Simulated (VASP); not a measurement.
Si16Ge (a cell with a defect), 17 atoms in the cell. The cell holds a defect, 17 atoms: a = 7.679 Å, b = 7.679 Å, c = 7.679 Å, α = 60.00°, β = 60.00°, γ = 60.00°. 

- Program: VASP 6.6.1
- Task: single point
- Functional: PBE
- Dispersion: D3(BJ)
- Potentials or basis: VASP PAW PBE potentials, release 64 (Si, Ge_d)
- Cutoff: 520 eV
- k mesh: 2 × 2 × 2
- Occupations: gaussian, width 0.02 eV
- Spin: no spin polarisation
- Dipole correction: no
- Further INCAR settings: LREAL = Auto; ALGO = Normal; EDIFF = 1e-06; NBANDS = 53

Potentials or basis: VASP PAW PBE potentials, release 64 (Si, Ge_d).

The run is started by

```sh
$ cat potpaw_PBE.64/Si/POTCAR potpaw_PBE.64/Ge_d/POTCAR > POTCAR
$ mpirun -np 1 vasp_std > vasp.out
```

Hardware: 1 thread of AMD EPYC 7R13 Processor (Zen 3), with other jobs on the host.

How long does it take, and how much memory?

Run time: 4.6 min on 1 thread of AMD EPYC 7R13 Processor (Zen 3) (shared host), peak memory 0.46 GiB. Counts: scf iterations 14, k points 8.
